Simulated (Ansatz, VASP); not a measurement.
# GdO: VASP beside Ansatz

File INCAR:

```
SYSTEM = GdO
PREC     = Accurate       ! precision mode
ENCUT    = 520            ! plane-wave cutoff, eV
EDIFF    = 1E-6           ! SCF threshold, eV
ISMEAR   = 0              ! smearing method
SIGMA    = 0.020999999999999998 ! smearing width, eV
LREAL    = .False.        ! projectors in reciprocal space
LASPH    = .True.         ! aspherical terms in the spheres
NELM     = 150            ! most SCF steps
ALGO     = Normal         ! electronic algorithm
ISIF     = 2              ! what is computed and relaxed
LWAVE    = .False.        ! write WAVECAR
LCHARG   = .False.        ! write CHGCAR
ISPIN    = 2              ! spin polarisation
MAGMOM   = 7 0            ! initial moments
LORBIT   = 11             ! projections on sites
LMAXMIX  = 6              ! l up to which the mixer works
GGA      = PE             ! functional
NBANDS   = 23             ! bands
```

Contents of KPOINTS:

```
Automatic mesh
0
Gamma
  9 9 9
  0 0 0
```

The input POSCAR:

```
GdO
1.0
    2.8018137600      0.0000000000      0.0000000000
    0.0000000000      2.8018137600      0.0000000000
    0.0000000000      0.0000000000      2.8018137600
Gd O
1 1
Direct
    0.0000000000      0.0000000000      0.0000000000
    0.5000000000      0.5000000000      0.5000000000
```

input.yaml

```yaml
crystal:
  lattice:
    - [2.80181376, 0.0, 0.0]
    - [0.0, 2.80181376, 0.0]
    - [0.0, 0.0, 2.80181376]
  atoms:
    - { symbol: Gd, position: [0.0, 0.0, 0.0], spin: 7.0 }
    - { symbol: O, position: [0.5, 0.5, 0.5] }
hamiltonian:
  xc: pbe
  pseudopotentials: { kind: paw }
magnetization:
  spin_polarized: true
kpoints:
  mp_grid: { grid: [9, 9, 9] }
scf:
  occupations: { method: gaussian, width: 0.021 }
output:
  forces: true
  stress: true
  eigenvalues: true
  write_density: true
  write_potential: true
  elf: true
  volumetric_format: npy
```

Alike in both runs: task single point; functional PBE; k mesh 9 × 9 × 9; occupations gaussian, width 0.021 eV; collinear spin.

|  | VASP | Ansatz |
| --- | --- | --- |
| version | VASP 6.6.1 | Ansatz 0.2.0 |
| potentials or method | VASP PAW PBE potentials, release 64 (Gd, O) | Ansatz PAW |
| plane-wave cutoff (eV) | 520 | 420 |
| valence electrons in the cell | 24 | 24 |

|  | VASP | Ansatz | Ansatz less VASP |
| --- | --- | --- | --- |
| gap on the k mesh at the Fermi level (eV) | none | none | - |
| net moment per atom (μB) | 3.48 | 3.48 | -0.001 |
| size of the moment on the site where the two differ most (μB) | 6.70 | 6.72 | +0.027 |

Site moments also hang on the region over which each program counts them. A gap of «none» marks a metal or a gap that the smearing closes. With one functional, cell and mesh, what is left measures potentials, basis and numerics.

Neither program's run includes spin-orbit coupling.
